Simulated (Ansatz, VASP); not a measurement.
**Zn2SeS: VASP beside Ansatz**

```xyz
4
Lattice="4.0024 0.0000 0.0000 -2.0012 3.4662 0.0000 0.0000 0.0000 30.4067" Properties=species:S:1:pos:R:3 pbc="T T T"
Zn    0.0000    2.3108    9.8872
Zn    2.0012    1.1554    7.9183
Se    2.0012    1.1554   10.6390
S     0.0000    2.3108    7.3756
```

Alike in both runs: functional PBE; k mesh 6 × 6 × 1; occupations gaussian, width 0.1 eV; no spin polarisation.

Ansatz relaxed the structure, and its values are those at the end. VASP's run is a single point on that final structure, the one shown.

|  | VASP | Ansatz |
| --- | --- | --- |
| version | VASP 6.6.1 | Ansatz 0.2.0 |
| potentials or method | VASP PAW PBE potentials, release 64 (Zn, Se, S), cutoff 520 eV | scalar-relativistic, plane waves, PAW |
| valence electrons in the cell | 36 | 46 |

```csv
,VASP,Ansatz,Ansatz less VASP
gap on the k mesh at the Fermi level (eV),1.74,1.75,+0.003
least direct gap on the mesh (eV),1.74,1.75,+0.003
rms of the force components (eV/Å),0.021,0.009,-0.0112
```

VASP's potentials hold 36 valence electrons a cell and Ansatz's 46, so a difference there can come from the potentials and not from the codes. Ansatz's warnings: slab cell height set, structure snapped to symmetry.
